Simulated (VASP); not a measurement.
Write the native input for VASP 6.6.1 that does the following.

* Task: single point
* Functional: PBEsol
* Potentials or basis: VASP PAW PBE potentials, release 64 (Co, Si)
* Cutoff: 600 eV
* k mesh: 11 × 11 × 11
* Occupations: fermi-dirac, width 0.1 eV
* Spin: no spin polarisation
* Dipole correction: no
* Further INCAR settings: ALGO = Normal; EDIFF = 1e-06; NBANDS = 16

The structure of CoSi2 (fluorite type) lies in POSCAR:

```
CoSi2
1.0
    0.0000000000      2.3807246879      2.3807246879
    2.3807246879      0.0000000000      2.3807246879
    2.3807246879      2.3807246879      0.0000000000
Co Si
1 2
Direct
    0.0000000000      0.0000000000      0.0000000000
    0.2500000000      0.2500000000      0.2500000000
    0.7500000000      0.7500000000      0.7500000000
```

The input as run:

INCAR

```
SYSTEM = CoSi2
PREC     = Accurate       ! precision mode
ENCUT    = 600            ! plane-wave cutoff, eV
EDIFF    = 1E-6           ! SCF threshold, eV
ISMEAR   = -1             ! smearing method
SIGMA    = 0.1            ! smearing width, eV
LREAL    = .FALSE.        ! projectors in reciprocal space
LASPH    = .TRUE.         ! aspherical terms in the spheres
NELM     = 120            ! most SCF steps
ALGO     = Normal         ! electronic algorithm
ISIF     = 2              ! what is computed and relaxed
LWAVE    = .FALSE.        ! write WAVECAR
LCHARG   = .FALSE.        ! write CHGCAR
GGA      = PS             ! functional
NBANDS   = 16             ! bands
GGA_COMPAT= .FALSE.
```

KPOINTS

```
Automatic mesh
0
G
  11 11 11
  0 0 0
```

Potentials or basis: VASP PAW PBE potentials, release 64 (Co, Si).

Command:

```console
$ cat potpaw_PBE.64/Co/POTCAR potpaw_PBE.64/Si/POTCAR > POTCAR
$ mpirun -np 1 vasp_std > vasp.out
```

Results of the run:

```
Pressure               : 130.9 GPa
Band gap on the k mesh : zero (an odd number of electrons rules out a gap without spin polarisation)
```

Caveat: the cell stands under pressure; the PAW data sets were made with another functional, which shifts forces and pressure a little; the run has no spin polarisation, though such a crystal can be magnetic.

Wall time 43 s on 1 thread of Intel Xeon 8259CL (shared host), peak memory 0.17 GiB.
